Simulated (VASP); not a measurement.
Wanted: the native input for a VASP 6.6.1 run.

- Task: single point
- Functional: PBEsol
- Potentials or basis: VASP PAW PBE potentials, release 64 (Ca_sv)
- Cutoff: 520 eV
- k mesh: 9 × 9 × 9
- Occupations: fermi-dirac, width 0.05 eV
- Spin: no spin polarisation
- Dipole correction: no
- Further INCAR settings: ALGO = Normal; EDIFF = 1e-07; NBANDS = 11

The structure of Ca lies in POSCAR:

```
Ca
1.0
   -1.9304563458      1.9325990006      2.7203232971
    1.9304563458     -1.9325990006      2.7203232971
    1.9304563458      1.9325990006     -2.7203232971
Ca
1
Direct
    0.5000000000      0.5000000000      0.0000000000
```

These files were run (other wordings do the same):

INCAR

```
SYSTEM = Ca
  PREC = Accurate
  ENCUT = 520
  EDIFF = 1E-7
  ISMEAR = -1
  SIGMA = 0.05
  LREAL = .FALSE.
  LASPH = .TRUE.
  NELM = 100
  ALGO = Normal
  ISIF = 2
  LWAVE = .FALSE.
  LCHARG = .TRUE.
  GGA = PS
  LELF = .TRUE.
  LVHAR = .TRUE.
  NBANDS = 11
```

KPOINTS

```
Automatic mesh
0
G
  9 9 9
  0 0 0
```

Potentials or basis: VASP PAW PBE potentials, release 64 (Ca_sv).

The run is started by

```sh
$ cat potpaw_PBE.64/Ca_sv/POTCAR > POTCAR
$ mpirun -np 1 vasp_std > vasp.out
```

Results of the run:

The pressure is 0.0 GPa and the band gap on the k mesh is zero (bands 5 and 6 overlap by 0.08 eV).

Caveat: the PAW data sets were made with another functional, which shifts forces and pressure a little.

It took 34 s on 1 thread of Intel(R) Xeon(R) Platinum 8559C (Emerald Rapids), on a shared host, peak memory 0.2 GiB.
